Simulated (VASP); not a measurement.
The system is NiO.

```
CELL_PARAMETERS angstrom
0.00000 2.08930 2.08930
2.08930 0.00000 2.08930
2.08930 2.08930 0.00000
ATOMIC_POSITIONS crystal
O 0.50000 0.50000 0.50000
Ni 0.00000 0.00000 0.00000
```

Base run:

| Quantity | Value |
| --- | --- |
| Program | VASP 6.6.1 |
| Functional | PBE |
| Potentials or basis | VASP PAW PBE potentials, release 64 (O, Ni) |
| Cutoff | 520 eV |
| k mesh | 10 × 10 × 10 |
| Occupations | fermi-dirac, width 0.03 eV |
| Spin | collinear spin, ferromagnetic start |
| Starting moments | [0.0, 2.0] μB |

Its results: pressure 4.7 GPa; site moments O +0.26; Ni +1.43 μB.

Q: After a change of settings the same cell gave: pressure -0.9 GPa; site moments O +0.09; Ni +0.72 μB. Which change was it?
A. moments at the start from [0.0, 2.0] to [0.0, 1.65]; fixed moment from none to 1.65 μB
B. moments at the start from [0.0, 2.0] to [0.0, 0.83]; fixed moment from none to 0.83 μB
C. further incar settings from ALGO = Normal; EDIFF = 1e-07; NBANDS = 19 to ALGO = Normal; EDIFF = 1e-06; NBANDS = 19; moments at the start from [0.0, 2.0] to [0.0, 0.2]
D. moments at the start from [0.0, 2.0] to [0.0, 2.9]; fixed moment from none to 2.9 μB

A: B.

Caveats: a cell with one magnetic atom can't hold antiferromagnetic order, which such compounds often take; the total moment is fixed, so each spin has its own Fermi level (some runs).
